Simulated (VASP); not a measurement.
A run of VASP 6.6.1:

File INCAR:

```
SYSTEM = Ga
PREC = Accurate
ENCUT = 520
EDIFF = 1E-6
ISMEAR = 1
SIGMA = 0.1
LREAL = .False.
LASPH = .True.
NELM = 80
ALGO = Normal
ISIF = 2
LWAVE = .False.
LCHARG = .False.
NBANDS = 34
```

KPOINTS

```
regular mesh
0
Gamma
  8 8 7
  0 0 0
```

File POSCAR:

```
Ga
1.0
    2.2178908173     -3.7419137528      0.0000000000
    2.2178908173      3.7419137528      0.0000000000
    0.0000000000      0.0000000000      4.4249628129
Ga
4
Direct
    0.8443628362      0.1556371638      0.0859373133
    0.6556371638      0.3443628362      0.5859373133
    0.1556371638      0.8443628362      0.9140626867
    0.3443628362      0.6556371638      0.4140626867
```

Potentials or basis: VASP PAW LDA potentials, release 64 (Ga_d).

The run is started by

```console
$ cat potpaw_LDA.64/Ga_d/POTCAR > POTCAR
$ mpirun -np 1 vasp_std > vasp.out
```

Hardware: 1 thread of Intel Xeon 6975P-C (shared host).

Q: How long does it take, and how much memory?

A: It took 120 s on 1 thread of Intel Xeon 6975P-C, with other jobs on the host, peak memory 0.26 GiB. Counts: scf iterations 12, k points 84.
